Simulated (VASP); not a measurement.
Set up this calculation in VASP 6.6.1, as the native input.

* Task: single point
* Functional: PBEsol
* Potentials or basis: VASP PAW PBE potentials, release 64 (Ir)
* Cutoff: 500 eV
* k mesh: 8 × 8 × 5
* Occupations: methfessel-paxton, width 0.1 eV
* Spin: no spin polarisation
* Dipole correction: no
* Further INCAR settings: ALGO = Normal; EDIFF = 1e-06; NBANDS = 16

The structure of Ir lies in POSCAR:

```
Ir
1.0
    2.7818109569      0.0015225291     -0.0104974376
   -1.3895882904      2.3948080939     -0.0125408320
   -0.0170182696     -0.0333053246      4.4667398473
Ir
2
Direct
    0.6806600000      0.3916000000      0.7404900000
    0.2836000000      0.6097500000      0.2056100000
```

One way to write it, as run:

INCAR

```
PREC = Accurate ; ENCUT = 500
EDIFF = 1E-6 ; ISMEAR = 1
SIGMA = 0.1 ; LREAL = F
LASPH = T ; NELM = 120
ALGO = Normal ; ISIF = 2
LWAVE = F ; LCHARG = T
GGA = PS ; LELF = T
LVHAR = T ; NBANDS = 16
GGA_COMPAT = F
```

KPOINTS

```
regular mesh
0
Gamma
  8 8 5
```

Potentials or basis: VASP PAW PBE potentials, release 64 (Ir).

Command:

```console
$ cat potpaw_PBE.64/Ir/POTCAR > POTCAR
$ mpirun -np 1 vasp_std > vasp.out
```

It gave:

```yaml
Pressure: -9.3 GPa
Largest_force: 2.287 eV/Å
Band_gap_on_the_k_mesh: zero (bands 9 and 10 overlap by 2.56 eV)
```

Caveat: the cell stands under tension; the PAW data sets were made with another functional, which shifts forces and pressure a little; spin-orbit coupling is left out, which moves the levels of the heavy elements.

It took 88 s on 1 thread of Intel Xeon 8259CL (shared host), peak memory 0.19 GiB.
